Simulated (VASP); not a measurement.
NbZn3, 4 atoms in the cell. It takes space group Pm-3m (No. 221, cubic). Conventional cell: a = 3.947 Å, b = 3.947 Å, c = 3.947 Å, α = 90.00°, β = 90.00°, γ = 90.00°. Nb (site symmetry m-3m) has 12 Zn at 2.79 Å within 3.7 Å. Within 3.7 Å of Zn (site symmetry 4/mmm) lie 4 Nb at 2.79 Å and 8 Zn at 2.79 Å. 

| Item | Value |
| --- | --- |
| Program | VASP 6.6.1 |
| Task | electric field gradients |
| Functional | PBEsol |
| Potentials or basis | VASP PAW PBE potentials, release 64 (Nb_sv, Zn) |
| Cutoff | 520 eV |
| k mesh | 10 × 10 × 10 |
| Occupations | fermi-dirac, width 0.05 eV |
| Spin | no spin polarisation |
| Dipole correction | no |
| Further INCAR settings | ALGO = Normal; EDIFF = 1e-08; NBANDS = 32 |

Potentials or basis: VASP PAW PBE potentials, release 64 (Nb_sv, Zn).

Command:

```console
$ cat potpaw_PBE.64/Nb_sv/POTCAR potpaw_PBE.64/Zn/POTCAR > POTCAR
$ mpirun -np 1 vasp_std > vasp.out
```

Hardware: 1 thread of AMD EPYC 9R45 96-Core Processor (Zen 5), with other jobs on the host.

Problem. Estimate the wall time of this run.

Solution. Wall time 59 s on 1 thread of AMD EPYC 9R45 96-Core Processor (Zen 5), on a shared host, peak memory 0.2 GiB. Counts: scf iterations 17, k points 56.
